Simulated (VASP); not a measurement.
# FeS2 (Pnnm) in VASP: further runs

Aim: see how the results for FeS2 move with the level of theory and the settings. Levels: LDA, PBEsol. Tasks: single point.

All numbers are computed with VASP 6.6.1; they aren't measurements. Logs are shortened: lines on timing, memory, paths and dates and some standing lists are left out, and cuts for length are marked.

## Step 1: The cell of the first run

Symmetry: Pnnm, No. 58, orthorhombic system. Conventional cell: a = 4.335 Å, b = 5.294 Å, c = 3.320 Å, α = 90.00°, β = 90.00°, γ = 90.00°. Fe (site symmetry 2/m) has 6 S at 2.17 to 2.19 Å within 2.9 Å. S (site symmetry m) has 3 Fe at 2.17 to 2.19 Å and 2 S at 2.24 to 2.86 Å within 2.9 Å.

## Step 2: Single point, LDA

INCAR reads:

```
ALGO = Normal ; EDIFF = 1E-6
ENCUT = 600 ; GGA = CA
GGA_COMPAT = False ; ISIF = 2
ISMEAR = -1 ; LASPH = True
LCHARG = True ; LELF = True
LREAL = False ; LVHAR = True
LWAVE = False ; NBANDS = 29
NELM = 120 ; PREC = Accurate
SIGMA = 0.02
```

KPOINTS reads:

```
k-points
0
Gamma
  6 4 8
```

POSCAR reads:

```
FeS2
1.0
    4.3349667597      0.0000000000      0.0000000000
    0.0000000000      5.2944196261      0.0000000000
    0.0000000000      0.0000000000      3.3197438578
Fe S
2 4
Direct
    0.5000000000      0.5000000000      0.5000000000
    0.0000000000      0.0000000000      0.0000000000
    0.2922334536      0.8739085738      0.5000000000
    0.7077665464      0.1260914262      0.5000000000
    0.2077665464      0.3739085738      0.0000000000
    0.7922334536      0.6260914262      0.0000000000
```

Potentials or basis: VASP PAW LDA potentials, release 64 (Fe, S).

The run is started by

```
> cat potpaw_LDA.64/Fe/POTCAR potpaw_LDA.64/S/POTCAR > POTCAR
> mpirun -np 1 vasp_std > vasp.out
```

OUTCAR:

```text
EDIFF = 1E-6
   ENCUT = 600
   GGA = CA
   ISIF = 2
   ISMEAR = -1
   LASPH = True
   LREAL = False
   NELM = 120
   PREC = Accurate

 ion  position               nearest neighbor table
   1  0.500  0.500  0.500-   3 2.17   4 2.17   5 2.19   6 2.19   5 2.19   6 2.19
   2  0.000  0.000  0.000-   5 2.17   6 2.17   3 2.19   4 2.19   3 2.19   4 2.19
   3  0.292  0.874  0.500-   1 2.17   2 2.19   2 2.19   4 2.24
   4  0.708  0.126  0.500-   1 2.17   2 2.19   2 2.19   3 2.24
   5  0.208  0.374  0.000-   2 2.17   1 2.19   1 2.19   6 2.24
   6  0.792  0.626  0.000-   2 2.17   1 2.19   1 2.19   5 2.24

  LATTYP: Found a simple orthorhombic cell.
 ALAT       =     3.3197438578
 B/A-ratio  =     1.3058136246
 C/A-ratio  =     1.5948277496

  Lattice vectors:

 A1 = (   0.0000000000,   0.0000000000,   3.3197438578)
 A2 = (   4.3349667597,   0.0000000000,   0.0000000000)
 A3 = (   0.0000000000,   5.2944196261,   0.0000000000)

Analysis of symmetry for initial positions (statically):
=====================================================================
 Subroutine PRICEL returns:
 Original cell was already a primitive cell.

 Routine SETGRP: Setting up the symmetry group for a
 simple orthorhombic supercell.

 Subroutine GETGRP returns: Found  8 space group operations
 (whereof  4 operations were pure point group operations)
 out of a pool of  8 trial point group operations.

The static configuration has the point symmetry C_2h.
 The point group associated with its full space group is D_2h.

Analysis of symmetry for dynamics (positions and initial velocities):
=====================================================================
 Subroutine PRICEL returns:
 Original cell was already a primitive cell.

 Routine SETGRP: Setting up the symmetry group for a
 simple orthorhombic supercell.

 Subroutine GETGRP returns: Found  8 space group operations
 (whereof  4 operations were pure point group operations)
 out of a pool of  8 trial point group operations.

The dynamic configuration has the point symmetry C_2h.
 The point group associated with its full space group is D_2h.

 Subroutine INISYM returns: Found  8 space group operations
 (whereof  4 operations are pure point group operations),
 and found     1 'primitive' translations

----------------------------------------------------------------------------------------

                                     Primitive cell

  volume of cell :      76.1919

  direct lattice vectors                    reciprocal lattice vectors
     4.334966760  0.000000000  0.000000000     0.230682276  0.000000000  0.000000000
     0.000000000  5.294419626  0.000000000     0.000000000  0.188878115  0.000000000
     0.000000000  0.000000000  3.319743858     0.000000000  0.000000000  0.301228059

  length of vectors
     4.334966760  5.294419626  3.319743858     0.230682276  0.188878115  0.301228059

  position of ions in fractional coordinates (direct lattice)
     0.500000000  0.500000000  0.500000000
     0.000000000  0.000000000  0.000000000
     0.292233454  0.873908574  0.500000000
     0.707766546  0.126091426  0.500000000
     0.207766546  0.373908574  0.000000000
     0.792233454  0.626091426  0.000000000

  ion indices of the primitive-cell ions
   primitive index   ion index
                 1           1
                 2           2
                 3           3
                 4           4
                 5           5
                 6           6

----------------------------------------------------------------------------------------

 KPOINTS: k-points

Automatic generation of k-mesh.
 Grid dimensions read from file:
 generate k-points for:    6    4    8

 Generating k-lattice:

  Cartesian coordinates                     Fractional coordinates (reciprocal lattice)
     0.038447046  0.000000000  0.000000000     0.166666667  0.000000000  0.000000000
     0.000000000  0.047219529  0.000000000     0.000000000  0.250000000  0.000000000
     0.000000000  0.000000000  0.037653507     0.000000000  0.000000000  0.125000000

  Length of vectors
     0.038447046  0.047219529  0.037653507

  Shift w.r.t. Gamma in fractional coordinates (k-lattice)
     0.000000000  0.000000000  0.000000000

 Subroutine IBZKPT returns following result:
 ===========================================

 Found     60 irreducible k-points:

 Following reciprocal coordinates:
            Coordinates               Weight
  0.000000  0.000000  0.000000      1.000000
  0.166667  0.000000  0.000000      2.000000
  0.333333  0.000000  0.000000      2.000000
  0.500000  0.000000  0.000000      1.000000
  0.000000  0.250000  0.000000      2.000000
  0.166667  0.250000  0.000000      4.000000
[... 16 lines left out ...]
  0.333333  0.500000  0.125000      4.000000
  0.500000  0.500000  0.125000      2.000000
 [... further k-points ...]
   k-points           NKPTS =     60   k-points in BZ     NKDIM =     60   number of bands    NBANDS=     29
   number of dos      NEDOS =    301   number of ions     NIONS =      6
   total plane-waves  NPLWV =  42336
   dimension x,y,z NGX =    36 NGY =   42 NGZ =   28
   dimension x,y,z NGXF=    72 NGYF=   84 NGZF=   56
   ions per type =               2   4
   NGX,Y,Z   is equivalent  to a cutoff of  13.81, 13.19, 14.02 a.u.
   NGXF,Y,Z  is equivalent  to a cutoff of  27.61, 26.38, 28.04 a.u.
 SYSTEM =  unknown system
   PREC   = accura    normal or accurate (medium, high low for compatibility)
   ISTART =      0    job   : 0-new  1-cont  2-samecut
   ICHARG =      2    charge: 1-file 2-atom 10-const
   ISPIN  =      1    spin polarized calculation?
   LNONCOLLINEAR =      F non collinear calculations
   LSORBIT =      F    spin-orbit coupling
   LASPH  =      T    aspherical Exc in radial PAW
   ENCUT  =  600.0 eV  44.10 Ry    6.64 a.u.   8.66 10.57  6.63*2*pi/ulx,y,z
   NELM   =    120;   NELMIN=  2; NELMDL= -5     # of ELM steps
   EDIFF  = 0.1E-05   stopping-criterion for ELM
   LREAL  =      F    real-space projection
   EDIFFG = 0.1E-04   stopping-criterion for IOM
   NSW    =      0    number of steps for IOM
   IBRION =     -1    ionic relax: 0-MD 1-quasi-New 2-CG
   NFREE  =      0    steps in history (QN), initial steepest desc. (CG)
   ISIF   =      2    stress and relaxation
   ISYM   =      2    0-nonsym 1-usesym 2-fastsym
   POTIM  = 0.5000    time-step for ionic-motion
   TEBEG  =    0.0;   TEEND  =   0.0 temperature during run
   PSTRESS=    0.0 pullay stress
   NELECT =      40.0000    total number of electrons
   NUPDOWN=      -1.0000    fix difference up-down
   EMIN   =  10.00;   EMAX   =-10.00  energy-range for DOS
   EFERMI =   0.00;   METHOD = LEGACY
   ISMEAR =    -1;   SIGMA  =   0.02  broadening in eV -4-tet -1-fermi 0-gaus
   EFERMI_NEDOS =   21; number of points for ismear=-14 and -15
   IALGO  =     38    algorithm
   IMIX   =      4    mixing-type and parameters
     AMIX     =   0.40;   BMIX     =  1.00
     AMIX_MAG =   1.60;   BMIX_MAG =  1.00
  volume/ion in A,a.u.               =      12.70        85.69
  Fermi-wavevector in a.u.,A,eV,Ry     =   1.320663  2.495691 23.730602  1.744150
  Thomas-Fermi vector in A             =   2.450473
   LORBIT       =      0    0 simple, 1 ext, 2 COOP (PROOUT), +10 PAW based schemes
   GGA     = CA    functional components
   LHFCALC =     F    Hartree Fock is set to
   AEXX    =    0.0000 exact exchange contribution
   IVDW    =     0    specifies the selected vdW correction
   LEPSILON=     F    determine dielectric tensor
   LRPA    =     F    only Hartree local field effects (RPA)
 non-spin polarized calculation
  energy-cutoff  :      600.00
  volume of cell :       76.19
 maximum number of plane-waves:      2582
 NGX is ok and might be reduce to    36
   NGX = 17   NGY = 21   NGZ = 13

 number of electron      39.9999998 magnetization

 Free energy of the ion-electron system (eV)
  ---------------------------------------------------
  ext. energy  EPLUGINS =         0.00000000
  ---------------------------------------------------
  free energy    TOTEN  =       -42.04923683 eV

  energy without entropy =      -42.04923683  energy(sigma->0) =      -42.04923683

 E-fermi :   8.9745     XC(G=0): -12.2880

 val. band max:        8.4915769868   @ k =   0.1667   0.0000   0.2500
 cond. band min:       9.4349503899   @ k =   0.0000   0.5000   0.5000
 fundamental gap:      0.9433734031
 Fermi energy:         8.9745087735

 k-point     1 :       0.0000    0.0000    0.0000
  band No.  band energies     occupation
      1      -8.6577      2.00000
      2      -5.9644      2.00000
      3      -4.1831      2.00000
      4      -3.2702      2.00000
      5       0.4199      2.00000
      6       2.0293      2.00000
[... 21 lines left out ...]
     28      14.2300      0.00000
     29      16.0916      0.00000

 k-point     2 :       0.1667    0.0000    0.0000
  band No.  band energies     occupation
      1      -8.4733      2.00000
      2      -5.9376      2.00000
      3      -4.1939      2.00000
      4      -3.9427      2.00000
      5       1.2897      2.00000
      6       1.5550      2.00000
[... 21 lines left out ...]
     28      14.6511      0.00000
     29      15.2798      0.00000

 k-point     3 :       0.3333    0.0000    0.0000
  band No.  band energies     occupation
      1      -7.9334      2.00000
      2      -6.2118      2.00000
      3      -4.6535      2.00000
      4      -4.2906      2.00000
      5       0.6271      2.00000
      6       0.8532      2.00000
[... 21 lines left out ...]
     28      14.1588      0.00000
     29      15.3165      0.00000

 k-point     4 :       0.5000    0.0000    0.0000
  band No.  band energies     occupation
      1      -7.0962      2.00000
      2      -7.0962      2.00000
      3      -4.5387      2.00000
      4      -4.5387      2.00000
      5       0.4231      2.00000
      6       0.4231      2.00000
[... 597 lines left out ...]
     28      15.4933      0.00000
     29      16.5994      0.00000

 k-point    23 :       0.3333    0.5000    0.1250
  band No.  band energies     occupation
      1      -6.9327      2.00000
      2      -6.9327      2.00000
      3      -4.7336      2.00000
      4      -4.7336      2.00000
      5       1.5300      2.00000
      6       1.5300      2.00000
[... 21 lines left out ...]
     28      15.0725      0.00000
     29      16.5304      0.00000

 k-point    24 :       0.5000    0.5000    0.1250
  band No.  band energies     occupation
      1      -6.5515      2.00000
      2      -6.5515      2.00000
      3      -5.3113      2.00000
      4      -5.3113      2.00000
      5       1.8166      2.00000
      6       1.8166      2.00000
[... 21 lines left out ...]
     28      14.8507      0.00000
     29      16.5015      0.00000

 [... further k-points ...]

------------------------ aborting loop because EDIFF is reached ----------------------------------------

  FORCE on cell =-STRESS in cart. coord.  units (eV):
  Direction    XX          YY          ZZ          XY          YZ          ZX
  --------------------------------------------------------------------------------------
  -------------------------------------------------------------------------------------
  Total        0.1265153      0.2222634      0.2484444      0.0000000      0.0000000      0.0000000
  in kB        2.6603878      4.6737976      5.2243352      0.0000000      0.0000000      0.0000000
  external PRESSURE =       4.1861735 kB  Pullay stress =       0.0000000 kB

 VOLUME and BASIS-vectors are now :
 -----------------------------------------------------------------------------
  energy-cutoff  :      600.00
  volume of cell :       76.19
      direct lattice vectors                 reciprocal lattice vectors
     4.334966760  0.000000000  0.000000000     0.230682276  0.000000000  0.000000000
     0.000000000  5.294419626  0.000000000     0.000000000  0.188878115  0.000000000
     0.000000000  0.000000000  3.319743858     0.000000000  0.000000000  0.301228059

 POSITION                                       TOTAL-FORCE (eV/Angst)
 -----------------------------------------------------------------------------------
      2.16748      2.64721      1.65987         0.000000     -0.000000      0.000000
      0.00000      0.00000      0.00000         0.000000     -0.000000      0.000000
      1.26682      4.62684      1.65987         0.050890      0.033105     -0.000000
      3.06814      0.66758      1.65987        -0.050890     -0.033105      0.000000
      0.90066      1.97963      0.00000        -0.050890      0.033105      0.000000
      3.43431      3.31479      0.00000         0.050890     -0.033105      0.000000
 -----------------------------------------------------------------------------------
    total drift:                                0.000000      0.000000      0.000000

  FREE ENERGIE OF THE ION-ELECTRON SYSTEM (eV)
  ---------------------------------------------------
  free  energy   TOTEN  =       -42.0492368318 eV

  energy  without entropy=      -42.0492368318  energy(sigma->0) =      -42.04923683
```

It took 2.3 min on 1 thread of Intel Xeon Platinum 8259CL at 2.50GHz (Skylake/Cascade Lake), shared host; peak memory 0.25 GiB.

What came out:

```yaml
Free_energy: -42.0492 eV
Pressure: 0.4 GPa
Largest_force: 0.061 eV/Å
Band_gap_on_the_k_mesh: 0.94 eV (least direct gap 1.30 eV)
```

Forces in eV/Å, atoms in the order of the input:
```
Fe   0.000  0.000  0.000
Fe   0.000  0.000  0.000
S    0.051  0.033  0.000
S   -0.051 -0.033  0.000
S   -0.051  0.033  0.000
S    0.051 -0.033  0.000
```

A k mesh can miss the band edges. Spin polarisation is off, so any magnetic state and its effect on volume and gap are missing.

(Continued in part 2 of 2.)
